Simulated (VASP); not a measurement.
Crystal: Br.

```
CELL_PARAMETERS angstrom
1.79374 3.10685 0.00000
-1.79374 3.10685 0.00000
0.00000 0.00000 5.61515
ATOMIC_POSITIONS crystal
Br 0.33333 0.33334 0.25000
Br 0.66666 0.66667 0.75000
```

* Program: VASP 6.6.1
* Task: relaxation of cell and atoms
* Functional: r2SCAN
* Potentials or basis: VASP PAW PBE potentials, release 64 (Br)
* Cutoff: 600 eV
* k mesh: 6 × 6 × 3
* Occupations: fermi-dirac, width 0.1 eV
* Spin: no spin polarisation

At the start: pressure -3.3 GPa; volume 31.29 Å³/atom.

**Question.** How do energy, volume and symmetry change on relaxing?

**Answer.** Over 24 steps the energy falls by 249.2 meV/atom and the volume is 27.54 Å³/atom (-12.0 %); space group P6_3/mmc (No. 194, to 0.05 Å).

Step by step:
```
step  energy change (eV)  largest force (eV/Å)  pressure (GPa)  volume (Å³)
   1              0.0000                0.0000           -3.30        62.59
   2             -0.1284                0.0000           -2.02        56.91
   3             -0.2070                0.0000            0.67        51.39
   4             -0.2117                0.0000            2.13        49.51
   5             -0.2876                0.0000            3.97        47.76
   6             -0.3087                0.0000            6.53        46.15
   7             -0.3903                0.0000            5.17        47.77
   8             -0.4477                0.0000            3.80        50.11
   9             -0.4434                0.0000            1.98        54.39
  10             -0.4581                0.0000            2.53        52.96
  11             -0.4888                0.0000            0.80        54.85
  12             -0.4932                0.0000           -0.75        56.95
  13             -0.4948                0.0000           -0.33        56.29
  14             -0.4949                0.0000           -0.26        56.21
  15             -0.4959                0.0000           -0.24        56.05
  16             -0.4979                0.0000           -0.15        55.56
  17             -0.4970                0.0000            0.06        54.55
  18             -0.4984                0.0000           -0.13        55.22
  19             -0.4983                0.0000           -0.05        55.02
  20             -0.4984                0.0000           -0.08        55.13
  21             -0.4984                0.0000           -0.07        55.15
  22             -0.4984                0.0000           -0.08        55.19
  23             -0.4984                0.0001            0.05        55.01
  24             -0.4984                0.0000            0.00        55.07
```

Final structure:
```xyz
2
Lattice="1.9280 3.3395 0.0000 -1.9280 3.3395 0.0000 0.0000 0.0000 4.2767" Properties=species:S:1:pos:R:3 pbc="T T T"
Br    0.0000    2.2263    1.0692
Br    0.0000    4.4526    3.2075
```

Caveat: the k points lie up to 0.49 Å⁻¹ apart in the final cell; the PAW data sets were made with another functional, which shifts forces and pressure a little.
